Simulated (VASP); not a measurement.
A run of VASP 6.6.1:

POSCAR

```
HgTe
1.0
    2.9925180000     -3.4669290000      0.0000000000
    2.9925180000      3.4669290000      0.0000000000
    0.0000000000      0.0000000000      5.7981570000
Hg Te
2 2
Direct
    0.6569500000      0.3430500000      0.2500000000
    0.3430500000      0.6569500000      0.7500000000
    0.2151910000      0.7848090000      0.2500000000
    0.7848090000      0.2151910000      0.7500000000
```

File INCAR.step1:

```
SYSTEM = HgTe
  ALGO = Normal
  EDIFF = 1E-6
  ENCUT = 520
  GGA = PS
  ISIF = 2
  ISMEAR = -1
  LASPH = .TRUE.
  LCHARG = .TRUE.
  LREAL = .FALSE.
  LWAVE = .FALSE.
  NBANDS = 26
  NELM = 80
  PREC = Accurate
  SIGMA = 0.05
```

The input KPOINTS.step1:

```
k-points
0
G
  6 6 4
  0 0 0
```

The input INCAR.step2:

```
SYSTEM = HgTe
  ALGO = Normal
  EDIFF = 1E-6
  ENCUT = 520
  GGA = PS
  ICHARG = 11
  ISIF = 2
  ISMEAR = -5
  LASPH = .TRUE.
  LCHARG = .FALSE.
  LORBIT = 11
  LREAL = .FALSE.
  LWAVE = .FALSE.
  NBANDS = 26
  NEDOS = 2001
  NELM = 80
  PREC = Accurate
  SIGMA = 0.05
```

KPOINTS.step2

```
k-points
0
G
  9 9 6
  0 0 0
```

Potentials or basis: VASP PAW PBE potentials, release 64 (Hg, Te).

Command:

```sh
$ cat potpaw_PBE.64/Hg/POTCAR potpaw_PBE.64/Te/POTCAR > POTCAR
$ cp INCAR.step1 INCAR
$ cp KPOINTS.step1 KPOINTS
$ mpirun -np 1 vasp_std > vasp.out
$ cp INCAR.step2 INCAR
$ cp KPOINTS.step2 KPOINTS
$ mpirun -np 1 vasp_std > vasp.out
```

Hardware: 1 thread of Intel Xeon 6975P-C, on a shared host.

Question: Estimate the wall time of this run.

Answer: Wall time 4.6 min on 1 thread of Intel Xeon 6975P-C (shared host), peak memory 0.41 GiB. Counts: k points 100.
